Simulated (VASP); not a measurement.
Wanted: the native input for a VASP 6.6.1 run.

- Task: single point
- Functional: PBE
- Potentials or basis: VASP PAW PBE potentials, release 64 (W_sv, C)
- Cutoff: 520 eV
- k mesh: 9 × 9 × 1
- Occupations: gaussian, width 0.1 eV
- Spin: no spin polarisation
- Dipole correction: yes
- Further INCAR settings: ALGO = Normal; EDIFF = 1e-06; NBANDS = 31

The structure of W3C lies in POSCAR:

```
W3C
1.0
    2.8545944806      0.0000000000      0.0000000000
   -1.4272972403      2.4721513377      0.0000000000
    0.0000000000      0.0000000000     20.1971108355
W C
3 1
Direct
    0.6666666667      0.3333333334      0.1980481284
    0.3333333333      0.6666666667      0.3143337982
    0.0000000000      0.0000000000      0.4306116309
    0.0000000000      0.5000000000      0.4956299973
```

One way to write it, as run:

INCAR

```
SYSTEM = W3C
  PREC = Accurate
  ENCUT = 520
  EDIFF = 1E-6
  ISMEAR = 0
  SIGMA = 0.1
  LREAL = .FALSE.
  LASPH = .TRUE.
  NELM = 60
  ALGO = Normal
  ISIF = 2
  LWAVE = .FALSE.
  LCHARG = .FALSE.
  LDIPOL = .TRUE.
  IDIPOL = 3
  DIPOL = 0.5 0.5 0.360
  GGA = PE
  NBANDS = 31
```

KPOINTS

```
regular mesh
0
G
  9 9 1
  0 0 0
```

Potentials or basis: VASP PAW PBE potentials, release 64 (W_sv, C).

The run is started by

```bash
$ cat potpaw_PBE.64/W_sv/POTCAR potpaw_PBE.64/C/POTCAR > POTCAR
$ mpirun -np 1 vasp_std > vasp.out
```

Results of the run:

The largest force is 0.264 eV/Å and the band gap on the k mesh is zero (bands 23 and 24 overlap by 0.78 eV).

Caveat: spin-orbit coupling is left out, which moves the levels of the heavy elements.

It took 5.2 min on 1 thread of Intel Xeon 8259CL, with other jobs on the host, peak memory 0.33 GiB.
